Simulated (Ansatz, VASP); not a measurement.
# HfB3N: VASP beside Ansatz

INCAR

```
  PREC = Accurate
  ENCUT = 520
  EDIFF = 1E-7
  ISMEAR = 0
  SIGMA = 0.1
  LREAL = F
  LASPH = T
  NELM = 100
  ALGO = Normal
  ISIF = 2
  LWAVE = F
  LCHARG = F
  GGA = PE
  NBANDS = 35
```

The input KPOINTS:

```
Automatic mesh
0
Gamma
  10 10 6
```

POSCAR

```
HfB3N
1.0
    5.8303067862     -1.4991970078      0.0387808549
    5.8303067862      1.4991970078      0.0387808549
   -2.2439396514      0.0000000000      5.6152977742
Hf B N
2 6 2
Direct
    0.4462350075      0.4462350075      0.1969009174
    0.5537649925      0.5537649925      0.8030990826
    0.7683714675      0.7683714675      0.0690466839
    0.2316285325      0.2316285325      0.9309533161
    0.2778698492      0.2778698492      0.4800013552
    0.7221301508      0.7221301508      0.5199986448
    0.1687203702      0.1687203702      0.6113067555
    0.8312796298      0.8312796298      0.3886932445
    0.0000000000      0.0000000000      0.5000000000
    0.0000000000      0.0000000000      0.0000000000
```

Input for Ansatz:

```yaml
crystal:
  lattice:
    - [5.8303067862, -1.4991970078, 0.0387808549]
    - [5.8303067862, 1.4991970078, 0.0387808549]
    - [-2.2439396514, 0.0, 5.6152977742]
  atoms:
    - { symbol: Hf, position: [0.4462350075, 0.4462350075, 0.1969009174] }
    - { symbol: Hf, position: [0.5537649925, 0.5537649925, 0.8030990826] }
    - { symbol: B, position: [0.7683714675, 0.7683714675, 0.0690466839] }
    - { symbol: B, position: [0.2316285325, 0.2316285325, 0.9309533161] }
    - { symbol: B, position: [0.2778698492, 0.2778698492, 0.4800013552] }
    - { symbol: B, position: [0.7221301508, 0.7221301508, 0.5199986448] }
    - { symbol: B, position: [0.1687203702, 0.1687203702, 0.6113067555] }
    - { symbol: B, position: [0.8312796298, 0.8312796298, 0.3886932445] }
    - { symbol: "N", position: [0.0, 0.0, 0.5] }
    - { symbol: "N", position: [0.0, 0.0, 0.0] }
basis:
  ecutwfc: 420
kpoints:
  mp_grid: { grid: [10, 10, 6] }
  band_path:
    path:
      - [[0.0, 0.0, 0.0], [-0.26906824, 0.26906824, 0.0]]
      - [[-0.73093176, -0.26906824, 0.0], [-0.5, -0.5, 0.0], [0.0, 0.0, 0.0], [-0.5, -0.5, 0.5], [-0.74434909, -0.25565091, 0.5]]
      - [[-0.25565091, 0.25565091, 0.5], [0.0, 0.0, 0.5], [0.0, 0.0, 0.0]]
      - [[-0.5, 0.0, 0.5], [0.0, 0.0, 0.0], [-0.5, 0.0, 0.0]]
    npoints: 14
hamiltonian:
  xc: pbe
scf:
  occupations: { method: gaussian, width: 0.1 }
  n_extra_bands: 25
output:
  forces: true
  stress: true
  eigenvalues: true
  populations: true
  dos: { projected: true, de: 0.02, nscf_kmesh: { grid: [12, 12, 8] } }
  bader: true
  write_density: true
  write_potential: true
  elf: true
  volumetric_format: npy
```

Alike in both runs: task single point; functional PBE; k mesh 10 × 10 × 6; occupations gaussian, width 0.1 eV; no spin polarisation.

```csv
,VASP,Ansatz
version,VASP 6.6.1,Ansatz 0.2.0
potentials or method,"VASP PAW PBE potentials, release 64 (Hf_pv, B, N), cutoff 520 eV","scalar-relativistic, plane waves, PAW"
valence electrons in the cell,48,80
```

|  | VASP | Ansatz | Ansatz less VASP |
| --- | --- | --- | --- |
| gap on the k mesh at the Fermi level (eV) | none | none | - |
| pressure (GPa) | -1.0 | 0.0 | +0.98 |
| traceless stress, the component that is largest in VASP (GPa) | 0.34 | 0.00 | -0.340 |
| rms of the force components (eV/Å) | 0.016 | 0.002 | -0.0144 |

Atom by atom the forces differ by 0.016 eV/Å (rms over components). A gap of «none» marks a metal or a gap that the smearing closes. VASP's potentials hold 48 valence electrons a cell and Ansatz's 80, so a difference there can come from the potentials and not from the codes.

Neither program's run includes spin-orbit coupling.
